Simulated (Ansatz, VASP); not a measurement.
Ir2Ru in VASP and in Ansatz

```
CELL_PARAMETERS angstrom
1.37088 -2.37444 0.00000
-4.11265 -2.37444 0.00000
0.00000 0.00000 -13.15829
ATOMIC_POSITIONS crystal
Ru 0.50000 0.83333 0.75000
Ru 0.00000 0.33333 0.75000
Ru 0.00000 0.66667 0.25000
Ru 0.50000 0.16667 0.25000
Ir 0.50000 0.83333 0.08589
Ir 0.00000 0.33333 0.08589
Ir 0.50000 0.83333 0.41411
Ir 0.00000 0.33333 0.41411
Ir 0.00000 0.66667 0.91411
Ir 0.50000 0.16667 0.91411
Ir 0.00000 0.66667 0.58589
Ir 0.50000 0.16667 0.58589
```

Alike in both runs: task single point; functional PBE; k mesh 8 × 6 × 2; occupations gaussian, width 0.2 eV; no spin polarisation.

|  | VASP | Ansatz |
| --- | --- | --- |
| version | VASP 6.6.1 | Ansatz 0.2.0 |
| potentials or method | VASP PAW PBE potentials, release 64 (Ru_pv, Ir), cutoff 520 eV | scalar-relativistic, plane waves, PAW |
| valence electrons in the cell | 128 | 200 |

```tsv
	VASP	Ansatz	Ansatz less VASP
gap on the k mesh at the Fermi level (eV)	none	none	-
pressure (GPa)	0.7	0.4	-0.29
traceless stress, the component that is largest in VASP (GPa)	-0.65	-0.67	-0.012
rms of the force components (eV/Å)	0.028	0.028	-0.0002
```

Atom by atom the forces differ by 0.010 eV/Å (rms over components). A gap of «none» marks a metal or a gap that the smearing closes. The functional is the same, so the differences come from potentials, cutoffs and numerics. VASP's potentials hold 128 valence electrons a cell and Ansatz's 200, so a difference there can come from the potentials and not from the codes.

Spin-orbit coupling is off throughout.
